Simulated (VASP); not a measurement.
# ZrPdSe3 (P4mm) in VASP: relaxation of cell and atoms with PBE

Aim: the relaxation of cell and atoms of ZrPdSe3 with PBE.

Everything below comes from runs of VASP 6.6.1. Logs are shortened: lines on timing, memory, paths and dates and some standing lists are left out, and cuts for length are marked.

### Step 1. The cell of the first run

It takes space group P4mm (No. 99, tetragonal). Conventional cell: a = 4.111 Å, b = 4.111 Å, c = 6.952 Å, α = 90.00°, β = 90.00°, γ = 90.00°. Zr (site symmetry 4mm) has 8 Se at 2.77 to 3.09 Å within 3.6 Å. Within 3.3 Å of Pd (site symmetry 4mm) lie 5 Se at 2.51 to 2.56 Å. Se (site symmetry 2mm) has 2 Pd at 2.56 Å and 2 Zr at 2.77 Å and 4 Se at 2.91 Å within 3.4 Å. Within 3.3 Å of Se (site symmetry 4mm) lie 1 Pd at 2.51 Å and 4 Zr at 3.09 Å.

The cell was built from a structure type or drawn by symmetry, and may not be a known phase.

### Step 2. Relaxation of cell and atoms, PBE

Contents of INCAR:

```
SYSTEM = ZrPdSe3
  PREC = Accurate
  ENCUT = 600
  EDIFF = 1E-6
  ISMEAR = 0
  SIGMA = 0.1
  LREAL = .FALSE.
  LASPH = .TRUE.
  NELM = 100
  ALGO = Normal
  ISIF = 3
  LWAVE = .FALSE.
  LCHARG = .FALSE.
  GGA = PE
  IBRION = 2
  NSW = 100
  EDIFFG = -0.01
```

Contents of KPOINTS:

```
Automatic mesh
0
G
  10 10 6
  0 0 0
```

Contents of POSCAR:

```
ZrPdSe3
1.0
    4.1106596226      0.0000000000      0.0000000000
    0.0000000000      4.1106596226      0.0000000000
    0.0000000000      0.0000000000      6.9517677282
Zr Pd Se
1 1 3
Direct
    0.0000000000      0.0000000000      0.1804909533
    0.5000000000      0.5000000000      0.6679900785
    0.0000000000      0.5000000000      0.4474470903
    0.5000000000      0.0000000000      0.4474470903
    0.5000000000      0.5000000000      0.0292248075
```

Potentials or basis: VASP PAW PBE potentials, release 64 (Zr_sv, Pd, Se).

Started as:

```bash
$ cat potpaw_PBE.64/Zr_sv/POTCAR potpaw_PBE.64/Pd/POTCAR potpaw_PBE.64/Se/POTCAR > POTCAR
$ mpirun -np 1 vasp_std > vasp.out
```

OUTCAR:

```text
SYSTEM = ZrPdSe3
   PREC = Accurate
   ENCUT = 600
   EDIFF = 1E-6
   ISMEAR = 0
   LREAL = .FALSE.
   LASPH = .TRUE.
   NELM = 100
   ISIF = 3
   GGA = PE
   IBRION = 2
   NSW = 100
   EDIFFG = -0.01

 ion  position               nearest neighbor table
   1  0.000  0.000  0.180-   3 2.77   4 2.77   3 2.77   4 2.77   5 3.09   5 3.09   5 3.09   5 3.09

   2  0.500  0.500  0.668-   5 2.51   4 2.56   3 2.56   4 2.56   3 2.56
   3  0.000  0.500  0.447-   2 2.56   2 2.56   1 2.77   1 2.77
   4  0.500  0.000  0.447-   2 2.56   2 2.56   1 2.77   1 2.77
   5  0.500  0.500  0.029-   2 2.51   1 3.09   1 3.09   1 3.09   1 3.09

  LATTYP: Found a simple tetragonal cell.
 ALAT       =     4.1106596226
 C/A-ratio  =     1.6911562538

  Lattice vectors:

 A1 = (   4.1106596226,   0.0000000000,   0.0000000000)
 A2 = (   0.0000000000,   4.1106596226,   0.0000000000)
 A3 = (   0.0000000000,   0.0000000000,   6.9517677282)

Analysis of symmetry for initial positions (statically):
=====================================================================
 Subroutine PRICEL returns:
 Original cell was already a primitive cell.

 Routine SETGRP: Setting up the symmetry group for a
 simple tetragonal supercell.

 Subroutine GETGRP returns: Found  8 space group operations
 (whereof  8 operations were pure point group operations)
 out of a pool of 16 trial point group operations.

The static configuration has the point symmetry C_4v.

Analysis of symmetry for dynamics (positions and initial velocities):
=====================================================================
 Subroutine PRICEL returns:
 Original cell was already a primitive cell.

 Routine SETGRP: Setting up the symmetry group for a
 simple tetragonal supercell.

 Subroutine GETGRP returns: Found  8 space group operations
 (whereof  8 operations were pure point group operations)
 out of a pool of 16 trial point group operations.

The dynamic configuration has the point symmetry C_4v.

 Subroutine INISYM returns: Found  8 space group operations
 (whereof  8 operations are pure point group operations),
 and found     1 'primitive' translations

----------------------------------------------------------------------------------------

                                     Primitive cell

  volume of cell :     117.4677

  direct lattice vectors                    reciprocal lattice vectors
     4.110659623  0.000000000  0.000000000     0.243269960  0.000000000  0.000000000
     0.000000000  4.110659623  0.000000000     0.000000000  0.243269960  0.000000000
     0.000000000  0.000000000  6.951767728     0.000000000  0.000000000  0.143848304

  length of vectors
     4.110659623  4.110659623  6.951767728     0.243269960  0.243269960  0.143848304

  position of ions in fractional coordinates (direct lattice)
     0.000000000  0.000000000  0.180490953
     0.500000000  0.500000000  0.667990078
     0.000000000  0.500000000  0.447447090
     0.500000000  0.000000000  0.447447090
     0.500000000  0.500000000  0.029224808

  ion indices of the primitive-cell ions
   primitive index   ion index
                 1           1
                 2           2
                 3           3
                 4           4
                 5           5

----------------------------------------------------------------------------------------

 KPOINTS: Automatic mesh

Automatic generation of k-mesh.
 Grid dimensions read from file:
 generate k-points for:   10   10    6

 Generating k-lattice:

  Cartesian coordinates                     Fractional coordinates (reciprocal lattice)
     0.024326996  0.000000000  0.000000000     0.100000000  0.000000000  0.000000000
     0.000000000  0.024326996  0.000000000     0.000000000  0.100000000  0.000000000
     0.000000000  0.000000000  0.023974717     0.000000000  0.000000000  0.166666667

  Length of vectors
     0.024326996  0.024326996  0.023974717

  Shift w.r.t. Gamma in fractional coordinates (k-lattice)
     0.000000000  0.000000000  0.000000000

 Subroutine IBZKPT returns following result:
 ===========================================

 Found     84 irreducible k-points:

 Following reciprocal coordinates:
            Coordinates               Weight
  0.000000  0.000000  0.000000      1.000000
  0.100000  0.000000  0.000000      4.000000
  0.200000  0.000000  0.000000      4.000000
  0.300000  0.000000  0.000000      4.000000
  0.400000  0.000000  0.000000      4.000000
  0.500000  0.000000  0.000000      2.000000
[... 16 lines left out ...]
  0.100000  0.000000  0.166667      8.000000
  0.200000  0.000000  0.166667      8.000000
 [... further k-points ...]
   k-points           NKPTS =     84   k-points in BZ     NKDIM =     84   number of bands    NBANDS=     24
   number of dos      NEDOS =    301   number of ions     NIONS =      5
   total plane-waves  NPLWV =  72576
   dimension x,y,z NGX =    36 NGY =   36 NGZ =   56
   dimension x,y,z NGXF=    72 NGYF=   72 NGZF=  112
   ions per type =               1   1   3
   NGX,Y,Z   is equivalent  to a cutoff of  14.56, 14.56, 13.39 a.u.
   NGXF,Y,Z  is equivalent  to a cutoff of  29.12, 29.12, 26.78 a.u.
 SYSTEM =  ZrPdSe3
   PREC   = accura    normal or accurate (medium, high low for compatibility)
   ISTART =      0    job   : 0-new  1-cont  2-samecut
   ICHARG =      2    charge: 1-file 2-atom 10-const
   ISPIN  =      1    spin polarized calculation?
   LNONCOLLINEAR =      F non collinear calculations
   LSORBIT =      F    spin-orbit coupling
   LASPH  =      T    aspherical Exc in radial PAW
   ENCUT  =  600.0 eV  44.10 Ry    6.64 a.u.   8.21  8.21 13.88*2*pi/ulx,y,z
   NELM   =    100;   NELMIN=  2; NELMDL= -5     # of ELM steps
   EDIFF  = 0.1E-05   stopping-criterion for ELM
   LREAL  =      F    real-space projection
   EDIFFG = -.1E-01   stopping-criterion for IOM
   NSW    =    100    number of steps for IOM
   IBRION =      2    ionic relax: 0-MD 1-quasi-New 2-CG
   NFREE  =      1    steps in history (QN), initial steepest desc. (CG)
   ISIF   =      3    stress and relaxation
   ISYM   =      2    0-nonsym 1-usesym 2-fastsym
   POTIM  = 0.5000    time-step for ionic-motion
   TEBEG  =    0.0;   TEEND  =   0.0 temperature during run
   PSTRESS=    0.0 pullay stress
   NELECT =      40.0000    total number of electrons
   NUPDOWN=      -1.0000    fix difference up-down
   EMIN   =  10.00;   EMAX   =-10.00  energy-range for DOS
   EFERMI =   0.00;   METHOD = LEGACY
   ISMEAR =     0;   SIGMA  =   0.10  broadening in eV -4-tet -1-fermi 0-gaus
   EFERMI_NEDOS =   21; number of points for ismear=-14 and -15
   IALGO  =     38    algorithm
   IMIX   =      4    mixing-type and parameters
     AMIX     =   0.40;   BMIX     =  1.00
     AMIX_MAG =   1.60;   BMIX_MAG =  1.00
  volume/ion in A,a.u.               =      23.49       158.54
  Fermi-wavevector in a.u.,A,eV,Ry     =   1.143200  2.160334 17.781527  1.306905
  Thomas-Fermi vector in A             =   2.279895
   LORBIT       =      0    0 simple, 1 ext, 2 COOP (PROOUT), +10 PAW based schemes
   GGA     = PE    functional components
   LHFCALC =     F    Hartree Fock is set to
   AEXX    =    0.0000 exact exchange contribution
   IVDW    =     0    specifies the selected vdW correction
   LEPSILON=     F    determine dielectric tensor
   LRPA    =     F    only Hartree local field effects (RPA)
 conjugate gradient relaxation of ions
 non-spin polarized calculation
 Gauss-broadening in eV      SIGMA  =   0.10
  energy-cutoff  :      600.00
  volume of cell :      117.47
 maximum number of plane-waves:      3951
 NGX is ok and might be reduce to    36
   NGX = 17   NGY = 17   NGZ = 27

--------------------------------------- Ionic step        1  -------------------------------------------

 number of electron      39.9999999 magnetization

 Free energy of the ion-electron system (eV)
  ---------------------------------------------------
  ext. energy  EPLUGINS =         0.00000000
  ---------------------------------------------------
  free energy    TOTEN  =       -26.85367864 eV

  energy without entropy =      -26.84433641  energy(sigma->0) =      -26.84900753

------------------------ aborting loop because EDIFF is reached ----------------------------------------

  FORCE on cell =-STRESS in cart. coord.  units (eV):
  Direction    XX          YY          ZZ          XY          YZ          ZX
  --------------------------------------------------------------------------------------
  -------------------------------------------------------------------------------------
  Total       -0.0578554     -0.0578554      0.1622122      0.0000000      0.0000000      0.0000000
  in kB       -0.7891070     -0.7891070      2.2124614      0.0000000      0.0000000      0.0000000
  external PRESSURE =       0.2114158 kB  Pullay stress =       0.0000000 kB
[... 98 lines left out ...]
  FREE ENERGIE OF THE ION-ELECTRON SYSTEM (eV)
  ---------------------------------------------------
  free  energy   TOTEN  =       -26.8540495505 eV

  energy  without entropy=      -26.8448306783  energy(sigma->0) =      -26.84944011

[... ionic steps 4 to 7 ...]

--------------------------------------- Ionic step        8  -------------------------------------------

 number of electron      39.9999997 magnetization

------------------------ aborting loop because EDIFF is reached ----------------------------------------

  FORCE on cell =-STRESS in cart. coord.  units (eV):
  Direction    XX          YY          ZZ          XY          YZ          ZX
  --------------------------------------------------------------------------------------
  -------------------------------------------------------------------------------------
  Total       -0.0533987     -0.0533987     -0.0671172      0.0000000      0.0000000      0.0000000
  in kB       -0.7325045     -0.7325045     -0.9206904      0.0000000      0.0000000      0.0000000
  external PRESSURE =      -0.7952331 kB  Pullay stress =       0.0000000 kB
[... 63 lines left out ...]
  energy  without entropy=      -26.8458689839  energy(sigma->0) =      -26.85036416

--------------------------------------- Ionic step       10  -------------------------------------------

 number of electron      39.9999996 magnetization

 Free energy of the ion-electron system (eV)
  ---------------------------------------------------
  ext. energy  EPLUGINS =         0.00000000
  ---------------------------------------------------
  free energy    TOTEN  =       -26.85488329 eV

  energy without entropy =      -26.84590945  energy(sigma->0) =      -26.85039637

 E-fermi :   5.8215     XC(G=0):  -9.8810

 val. band max:        5.8186184649   @ k =   0.4000   0.4000   0.1667
 cond. band min:       5.8246465216   @ k =   0.4000   0.0000   0.0000
 fundamental gap:      0.0060280566
 Fermi energy:         5.8215105615

 k-point     1 :       0.0000    0.0000    0.0000
  band No.  band energies     occupation
      1     -44.5702      2.00000
      2     -22.6542      2.00000
      3     -22.5074      2.00000
      4     -22.5074      2.00000
      5      -9.8804      2.00000
      6      -7.4404      2.00000
[... 637 lines left out ...]
     23       6.7740      0.00000
     24       7.4107      0.00000

 [... further k-points ...]

------------------------ aborting loop because EDIFF is reached ----------------------------------------

  FORCE on cell =-STRESS in cart. coord.  units (eV):
  Direction    XX          YY          ZZ          XY          YZ          ZX
  --------------------------------------------------------------------------------------
  -------------------------------------------------------------------------------------
  Total       -0.0058767     -0.0058767     -0.0157353      0.0000000      0.0000000      0.0000000
  in kB       -0.0805088     -0.0805088     -0.2155689      0.0000000      0.0000000      0.0000000
  external PRESSURE =      -0.1255288 kB  Pullay stress =       0.0000000 kB
[... 20 lines left out ...]
  FREE ENERGIE OF THE ION-ELECTRON SYSTEM (eV)
  ---------------------------------------------------
  free  energy   TOTEN  =       -26.8548832857 eV

  energy  without entropy=      -26.8459094472  energy(sigma->0) =      -26.85039637

 reached required accuracy - stopping structural energy minimisation
```

Run time: 17 min. Hardware: 1 thread of Intel Xeon 6975P-C (Granite Rapids), shared host; peak memory 0.51 GiB.

What came out:

```yaml
Free_energy: -26.8549 eV
Relaxed_volume: 23.39 Å³/atom
Relaxed_cell: a = 4.087 Å, b = 4.087 Å, c = 7.001 Å, α = 90.00°, β = 90.00°, γ = 90.00°
Space_group_after_relaxing_to_0.1_Å: P4mm (No. 99)
Energy_gained_by_relaxing: 0.2 meV/atom
Ionic_steps: 10
Pressure_after_relaxing: 0.0 GPa
Largest_force_after_relaxing: 0.007 eV/Å
Band_gap_on_the_k_mesh: zero (bands 20 and 21 overlap by 1.23 eV)
```

Forces in eV/Å, atoms in the order of the input:
```
Zr   0.000  0.000 -0.007
Pd   0.000  0.000  0.000
Se   0.000  0.000  0.006
Se   0.000  0.000  0.006
Se   0.000  0.000 -0.006
```

The path:
| step | energy change (eV) | largest force (eV/Å) | pressure (GPa) | volume (Å³) |
| --- | --- | --- | --- | --- |
| 1 | 0.0000 | 0.0349 | 0.02 | 117.47 |
| 2 | -0.0003 | 0.0268 | -0.07 | 117.52 |
| 3 | -0.0004 | 0.0424 | -0.12 | 117.56 |
| 4 | -0.0006 | 0.0551 | -0.02 | 117.37 |
| 5 | -0.0006 | 0.0686 | 0.08 | 117.17 |
| 6 | -0.0008 | 0.0561 | 0.06 | 117.14 |
| 7 | -0.0011 | 0.0189 | 0.02 | 117.02 |
| 8 | -0.0007 | 0.0569 | -0.08 | 116.80 |
| 9 | -0.0012 | 0.0141 | -0.01 | 116.97 |
| 10 | -0.0012 | 0.0073 | -0.01 | 116.95 |

Final structure:
```yaml
crystal:
  lattice:
    - [4.08713, 0.00000, 0.00000]
    - [0.00000, 4.08713, 0.00000]
    - [0.00000, 0.00000, 7.00101]
  atoms:
    - { symbol: Zr, position: [0.00000, 0.00000, 0.17891] }
    - { symbol: Pd, position: [0.50000, 0.50000, 0.67081] }
    - { symbol: Se, position: [0.00000, 0.50000, 0.44677] }
    - { symbol: Se, position: [0.50000, 0.00000, 0.44677] }
    - { symbol: Se, position: [0.50000, 0.50000, 0.02934] }
```
